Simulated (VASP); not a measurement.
# YHg (Pm-3m) in VASP: a series of runs

The runs below take YHg through electric field gradients, with LDA.

Program: VASP 6.6.1. These are calculated values, not measurements. Logs are shortened: lines on timing, memory, paths and dates and some standing lists are left out, and cuts for length are marked.

## 1. The cell of the first run

The structure is cubic, space group Pm-3m (No. 221). The conventional cell has a = 3.015 Å, b = 3.015 Å, c = 3.015 Å, α = 90.00°, β = 90.00°, γ = 90.00°. Within 3.4 Å of Y (site symmetry m-3m) lie 8 Hg at 2.61 Å and 6 Y at 3.02 Å. Hg (site symmetry m-3m) has 8 Y at 2.61 Å and 6 Hg at 3.02 Å within 3.4 Å.

## 2. Electric field gradients, LDA (volume scaled by 0.55)

Contents of INCAR:

```
PREC = Accurate ; ENCUT = 520
EDIFF = 1E-8 ; ISMEAR = -1
SIGMA = 0.05 ; LREAL = False
LASPH = True ; NELM = 60
ALGO = Normal ; ISIF = 2
LWAVE = False ; LCHARG = False
LEFG = True ; NBANDS = 18
```

Contents of KPOINTS:

```
Automatic mesh
0
Gamma
  10 10 10
```

Contents of POSCAR:

```
YHg
1.0
    3.0151022758      0.0000000000      0.0000000000
    0.0000000000      3.0151022758      0.0000000000
    0.0000000000      0.0000000000      3.0151022758
Y Hg
1 1
Direct
    0.5000000000      0.5000000000      0.5000000000
    0.0000000000      0.0000000000      0.0000000000
```

Potentials or basis: VASP PAW LDA potentials, release 64 (Y_sv, Hg).

Command:

```bash
$ cat potpaw_LDA.64/Y_sv/POTCAR potpaw_LDA.64/Hg/POTCAR > POTCAR
$ mpirun -np 1 vasp_std > vasp.out
```

OUTCAR:

```text
PREC = Accurate
   ENCUT = 520
   EDIFF = 1E-8
   ISMEAR = -1
   LREAL = False
   LASPH = True
   NELM = 60
   ISIF = 2

 ion  position               nearest neighbor table
   1  0.500  0.500  0.500-   2 2.61   2 2.61   2 2.61   2 2.61   2 2.61   2 2.61   2 2.61   2 2.61

   2  0.000  0.000  0.000-   1 2.61   1 2.61   1 2.61   1 2.61   1 2.61   1 2.61   1 2.61   1 2.61

  LATTYP: Found a simple cubic cell.
 ALAT       =     3.0151022758

  Lattice vectors:

 A1 = (   3.0151022758,   0.0000000000,   0.0000000000)
 A2 = (   0.0000000000,   3.0151022758,   0.0000000000)
 A3 = (   0.0000000000,   0.0000000000,   3.0151022758)

Analysis of symmetry for initial positions (statically):
=====================================================================
 Subroutine PRICEL returns:
 Original cell was already a primitive cell.

 Routine SETGRP: Setting up the symmetry group for a
 simple cubic supercell.

 Subroutine GETGRP returns: Found 48 space group operations
 (whereof 48 operations were pure point group operations)
 out of a pool of 48 trial point group operations.

The static configuration has the point symmetry O_h .

Analysis of symmetry for dynamics (positions and initial velocities):
=====================================================================
 Subroutine PRICEL returns:
 Original cell was already a primitive cell.

 Routine SETGRP: Setting up the symmetry group for a
 simple cubic supercell.

 Subroutine GETGRP returns: Found 48 space group operations
 (whereof 48 operations were pure point group operations)
 out of a pool of 48 trial point group operations.

The dynamic configuration has the point symmetry O_h .

 Subroutine INISYM returns: Found 48 space group operations
 (whereof 48 operations are pure point group operations),
 and found     1 'primitive' translations

----------------------------------------------------------------------------------------

                                     Primitive cell

  volume of cell :      27.4098

  direct lattice vectors                    reciprocal lattice vectors
     3.015102276  0.000000000  0.000000000     0.331663708  0.000000000  0.000000000
     0.000000000  3.015102276  0.000000000     0.000000000  0.331663708  0.000000000
     0.000000000  0.000000000  3.015102276     0.000000000  0.000000000  0.331663708

  length of vectors
     3.015102276  3.015102276  3.015102276     0.331663708  0.331663708  0.331663708

  position of ions in fractional coordinates (direct lattice)
     0.500000000  0.500000000  0.500000000
     0.000000000  0.000000000  0.000000000

  ion indices of the primitive-cell ions
   primitive index   ion index
                 1           1
                 2           2

----------------------------------------------------------------------------------------

 KPOINTS: Automatic mesh

Automatic generation of k-mesh.
 Grid dimensions read from file:
 generate k-points for:   10   10   10

 Generating k-lattice:

  Cartesian coordinates                     Fractional coordinates (reciprocal lattice)
     0.033166371  0.000000000  0.000000000     0.100000000  0.000000000  0.000000000
     0.000000000  0.033166371  0.000000000     0.000000000  0.100000000  0.000000000
     0.000000000  0.000000000  0.033166371     0.000000000  0.000000000  0.100000000

  Length of vectors
     0.033166371  0.033166371  0.033166371

  Shift w.r.t. Gamma in fractional coordinates (k-lattice)
     0.000000000  0.000000000  0.000000000

 Subroutine IBZKPT returns following result:
 ===========================================

 Found     56 irreducible k-points:

 Following reciprocal coordinates:
            Coordinates               Weight
  0.000000  0.000000  0.000000      1.000000
  0.100000  0.000000  0.000000      6.000000
  0.200000  0.000000  0.000000      6.000000
  0.300000  0.000000  0.000000      6.000000
  0.400000  0.000000  0.000000      6.000000
  0.500000  0.000000  0.000000      3.000000
[... 16 lines left out ...]
  0.200000  0.100000  0.100000     24.000000
  0.300000  0.100000  0.100000     24.000000
 [... further k-points ...]
   k-points           NKPTS =     56   k-points in BZ     NKDIM =     56   number of bands    NBANDS=     18
   number of dos      NEDOS =    301   number of ions     NIONS =      2
   total plane-waves  NPLWV =  13824
   dimension x,y,z NGX =    24 NGY =   24 NGZ =   24
   dimension x,y,z NGXF=    48 NGYF=   48 NGZF=   48
   ions per type =               1   1
   NGX,Y,Z   is equivalent  to a cutoff of  13.23, 13.23, 13.23 a.u.
   NGXF,Y,Z  is equivalent  to a cutoff of  26.47, 26.47, 26.47 a.u.
 SYSTEM =  unknown system
   PREC   = accura    normal or accurate (medium, high low for compatibility)
   ISTART =      0    job   : 0-new  1-cont  2-samecut
   ICHARG =      2    charge: 1-file 2-atom 10-const
   ISPIN  =      1    spin polarized calculation?
   LNONCOLLINEAR =      F non collinear calculations
   LSORBIT =      F    spin-orbit coupling
   LASPH  =      T    aspherical Exc in radial PAW
   ENCUT  =  520.0 eV  38.22 Ry    6.18 a.u.   5.61  5.61  5.61*2*pi/ulx,y,z
   NELM   =     60;   NELMIN=  2; NELMDL= -5     # of ELM steps
   EDIFF  = 0.1E-07   stopping-criterion for ELM
   LREAL  =      F    real-space projection
   EDIFFG = 0.1E-06   stopping-criterion for IOM
   NSW    =      0    number of steps for IOM
   IBRION =     -1    ionic relax: 0-MD 1-quasi-New 2-CG
   NFREE  =      0    steps in history (QN), initial steepest desc. (CG)
   ISIF   =      2    stress and relaxation
   ISYM   =      2    0-nonsym 1-usesym 2-fastsym
   POTIM  = 0.5000    time-step for ionic-motion
   TEBEG  =    0.0;   TEEND  =   0.0 temperature during run
   PSTRESS=    0.0 pullay stress
   NELECT =      23.0000    total number of electrons
   NUPDOWN=      -1.0000    fix difference up-down
   EMIN   =  10.00;   EMAX   =-10.00  energy-range for DOS
   EFERMI =   0.00;   METHOD = LEGACY
   ISMEAR =    -1;   SIGMA  =   0.05  broadening in eV -4-tet -1-fermi 0-gaus
   EFERMI_NEDOS =   21; number of points for ismear=-14 and -15
   IALGO  =     38    algorithm
   IMIX   =      4    mixing-type and parameters
     AMIX     =   0.40;   BMIX     =  1.00
     AMIX_MAG =   1.60;   BMIX_MAG =  1.00
  volume/ion in A,a.u.               =      13.70        92.49
  Fermi-wavevector in a.u.,A,eV,Ry     =   1.544124  2.917970 32.440612  2.384318
  Thomas-Fermi vector in A             =   2.649689
   LORBIT       =      0    0 simple, 1 ext, 2 COOP (PROOUT), +10 PAW based schemes
   GGA     = CA    functional components
   LHFCALC =     F    Hartree Fock is set to
   AEXX    =    0.0000 exact exchange contribution
   IVDW    =     0    specifies the selected vdW correction
   LEPSILON=     F    determine dielectric tensor
   LRPA    =     F    only Hartree local field effects (RPA)
 non-spin polarized calculation
  energy-cutoff  :      520.00
  volume of cell :       27.41
 maximum number of plane-waves:       756
 NGX is ok and might be reduce to    24
   NGX = 11   NGY = 11   NGZ = 11

 number of electron      23.0000005 magnetization

 Free energy of the ion-electron system (eV)
  ---------------------------------------------------
  ext. energy  EPLUGINS =         0.00000000
  ---------------------------------------------------
  free energy    TOTEN  =        -3.41028183 eV

  energy without entropy =       -3.39663633  energy(sigma->0) =       -3.40345908

 E-fermi :   9.3443     XC(G=0): -14.0000

 val. band max:        9.3441526793   @ k =   0.4000   0.2000   0.1000
 cond. band min:       9.3818397332   @ k =   0.3000   0.2000   0.0000
 fundamental gap:      0.0376870538
 Fermi energy:         9.3443179593

 k-point     1 :       0.0000    0.0000    0.0000
  band No.  band energies     occupation
      1     -32.6135      2.00000
      2     -12.3276      2.00000
      3     -12.3276      2.00000
      4     -12.3276      2.00000
      5      -2.4581      2.00000
      6      -2.4581      2.00000
[... 10 lines left out ...]
     17      17.1511      0.00000
     18      17.1511      0.00000

 k-point     2 :       0.1000    0.0000    0.0000
  band No.  band energies     occupation
      1     -32.5904      2.00000
      2     -12.5732      2.00000
      3     -12.3285      2.00000
      4     -12.3285      2.00000
      5      -2.4030      2.00000
      6      -2.2461      2.00000
[... 10 lines left out ...]
     17      18.9784      0.00000
     18      18.9784      0.00000

 k-point     3 :       0.2000    0.0000    0.0000
  band No.  band energies     occupation
      1     -32.5293      2.00000
      2     -13.1601      2.00000
      3     -12.3311      2.00000
      4     -12.3311      2.00000
      5      -2.2534      2.00000
      6      -1.6834      2.00000
[... 10 lines left out ...]
     17      21.1491      0.00000
     18      21.1491      0.00000

 k-point     4 :       0.3000    0.0000    0.0000
  band No.  band energies     occupation
      1     -32.4523      2.00000
      2     -13.8023      2.00000
      3     -12.3349      2.00000
      4     -12.3349      2.00000
      5      -2.0560      2.00000
      6      -0.9724      2.00000
[... 10 lines left out ...]
     17      22.7251      0.00000
     18      23.2778      0.00000

 k-point     5 :       0.4000    0.0000    0.0000
  band No.  band energies     occupation
      1     -32.3889      2.00000
      2     -14.2729      2.00000
      3     -12.3383      2.00000
      4     -12.3383      2.00000
      5      -1.8845      2.00000
      6      -0.4038      2.00000
[... 10 lines left out ...]
     17      22.5529      0.00000
     18      25.0234      0.00000

 k-point     6 :       0.5000    0.0000    0.0000
  band No.  band energies     occupation
      1     -32.3644      2.00000
      2     -14.4434      2.00000
      3     -12.3397      2.00000
      4     -12.3397      2.00000
      5      -1.8158      2.00000
      6      -0.1925      2.00000
[... 307 lines left out ...]
 k-point    21 :       0.5000    0.5000    0.0000
  band No.  band energies     occupation
      1     -32.1991      2.00000
      2     -13.7780      2.00000
      3     -13.7780      2.00000
      4     -11.9795      2.00000
      5      -2.2970      2.00000
      6      -1.7145      2.00000
[... 10 lines left out ...]
     17      21.1080      0.00000
     18      21.2494      0.00000

 k-point    22 :       0.1000    0.1000    0.1000
  band No.  band energies     occupation
      1     -32.5462      2.00000
      2     -12.6649      2.00000
      3     -12.4989      2.00000
      4     -12.4989      2.00000
      5      -2.0763      2.00000
      6      -2.0763      2.00000
[... 10 lines left out ...]
     17      18.9320      0.00000
     18      19.5811      0.00000

 k-point    23 :       0.2000    0.1000    0.1000
  band No.  band energies     occupation
      1     -32.4885      2.00000
      2     -13.1300      2.00000
      3     -12.5325      2.00000
      4     -12.4993      2.00000
      5      -1.9684      2.00000
      6      -1.5433      2.00000
[... 10 lines left out ...]
     17      20.5008      0.00000
     18      21.1762      0.00000

 k-point    24 :       0.3000    0.1000    0.1000
  band No.  band energies     occupation
      1     -32.4160      2.00000
      2     -13.7258      2.00000
      3     -12.5004      2.00000
      4     -12.4847      2.00000
      5      -1.8276      2.00000
      6      -0.9090      2.00000
[... 10 lines left out ...]
     17      21.6357      0.00000
     18      22.3594      0.00000

 [... further k-points ...]
[... 5 lines left out ...]
  --------------------------------------------------------------------------------------
  -------------------------------------------------------------------------------------
  Total       25.5623741     25.5623741     25.5623741     -0.0000000     -0.0000000      0.0000000
  in kB     1494.1893019   1494.1893019   1494.1893019     -0.0000000     -0.0000000      0.0000000
  external PRESSURE =    1494.1893019 kB  Pullay stress =       0.0000000 kB

 VOLUME and BASIS-vectors are now :
 -----------------------------------------------------------------------------
  energy-cutoff  :      520.00
  volume of cell :       27.41
      direct lattice vectors                 reciprocal lattice vectors
     3.015102276  0.000000000  0.000000000     0.331663708  0.000000000  0.000000000
     0.000000000  3.015102276  0.000000000     0.000000000  0.331663708  0.000000000
     0.000000000  0.000000000  3.015102276     0.000000000  0.000000000  0.331663708

 POSITION                                       TOTAL-FORCE (eV/Angst)
 -----------------------------------------------------------------------------------
      1.50755      1.50755      1.50755         0.000000      0.000000      0.000000
      0.00000      0.00000      0.00000         0.000000      0.000000      0.000000
 -----------------------------------------------------------------------------------
    total drift:                                0.000000      0.000000     -0.000000

  FREE ENERGIE OF THE ION-ELECTRON SYSTEM (eV)
  ---------------------------------------------------
  free  energy   TOTEN  =        -3.4102818278 eV

  energy  without entropy=       -3.3966363295  energy(sigma->0) =       -3.40345908

 Electric field gradients (V/A^2)
---------------------------------------------------------------------
 ion       V_xx      V_yy      V_zz      V_xy      V_xz      V_yz
---------------------------------------------------------------------
   1       0.000    -0.000     0.000     0.000     0.000     0.000
   2       0.000     0.000    -0.000     0.000     0.000    -0.000
---------------------------------------------------------------------

 Electric field gradients after diagonalization (V/A^2)
 (convention: |V_zz| > |V_xx| > |V_yy|)
----------------------------------------------------------------------
 ion       V_xx      V_yy      V_zz     asymmetry (V_yy - V_xx)/ V_zz
----------------------------------------------------------------------
   1       0.000    -0.000     0.000      -0.275
   2       0.000     0.000    -0.000       0.304
----------------------------------------------------------------------

           NMR quadrupolar parameters

 Cq : quadrupolar parameter    Cq=e*Q*V_zz/h
 eta: asymmetry parameters     (V_yy - V_xx)/ V_zz
 Q  : nuclear electric quadrupole moment in mb (millibarn)
----------------------------------------------------------------------
 ion       Cq(MHz)       eta       Q (mb)
----------------------------------------------------------------------
   1       0.000      -0.275       1.000
   2      -0.000       0.304       1.000
----------------------------------------------------------------------
```

Run time: 17 s. Hardware: 1 thread of Intel Xeon Platinum 8375C at 2.90GHz (Ice Lake), shared host; peak memory 0.16 GiB.

What came out:

- Free energy: -3.4103 eV
- Pressure: 149.4 GPa

Caveat: without QUAD_EFG the Cq values of the log hold for a quadrupole moment of 1 mb, not for the nuclei; spin-orbit coupling is left out, which moves the levels of the heavy elements.

[end of part 1 of 2]
